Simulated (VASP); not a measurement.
Runs of VASP 6.6.1 on Si3O2. The structure is that of space group P321 (No. 150), or close to it. The cells are those of the table. 

```tsv
task	potentials or basis	cell	k mesh	cutoff (eV)	second run	gap on the mesh (eV)	pressure (GPa)	relaxed volume (Å³/atom)	largest force (eV/Å)
single point	VASP PAW PBE potentials, release 64 (Si, O)	a = 3.478, b = 3.478, c = 5.432 Å, angles 90.0, 90.0, 120.0°, 5 atoms	6 × 6 × 4	520	-	none	194.3	-	64.75
relaxation of cell and atoms	VASP PAW PBE potentials, release 64 (Si, O)	relaxed from a = 3.478, b = 3.478, c = 5.432 Å, angles 90.0, 90.0, 120.0°, 5 atoms	6 × 6 × 4	600	-	none	0.1	15.84	0.04
single point	VASP PAW PBE potentials, release 64 (Si, O)	a = 4.355, b = 4.355, c = 5.097 Å, angles 90.0, 90.0, 120.0°, 5 atoms	12 × 12 × 8	520	-	none	0.1	-	0.07
single point	VASP PAW PBE potentials, release 64 (Si, O_h)	a = 4.345, b = 4.345, c = 4.932 Å, angles 90.0, 90.0, 120.0°, 5 atoms	6 × 6 × 4	910	hard_potentials	none	0.0	-	(a)
single point	VASP PAW PBE potentials, release 64 (Si, O)	a = 4.345, b = 4.345, c = 4.932 Å, angles 90.0, 90.0, 120.0°, 5 atoms	6 × 6 × 4	520	-	none	(b)	-	0.06
relaxation of cell and atoms	VASP PAW PBE potentials, release 64 (Si, O_h)	relaxed from a = 3.478, b = 3.478, c = 5.432 Å, angles 90.0, 90.0, 120.0°, 5 atoms	6 × 6 × 4	910	hard_potentials	none	0.1	14.49	0.03
```

Alike in all rows: level PBE; no spin polarisation; smearing gaussian 0.1 eV.

Fill in the values left out.

(a) 0.01; (b) 0.3.

Caveats: the volume moved by over 15 % at a fixed basis, so the end points are rough (some runs); the cutoff is under 1.25 times the usual one of these potentials, so pressure, stress and relaxed cells hold a basis-set (Pulay) error (some runs); forces of over 1 eV/Å act on the atoms, so gaps and moduli don't describe the material at rest (some runs).

A gap of «none» marks levels without a gap at the run's occupations.
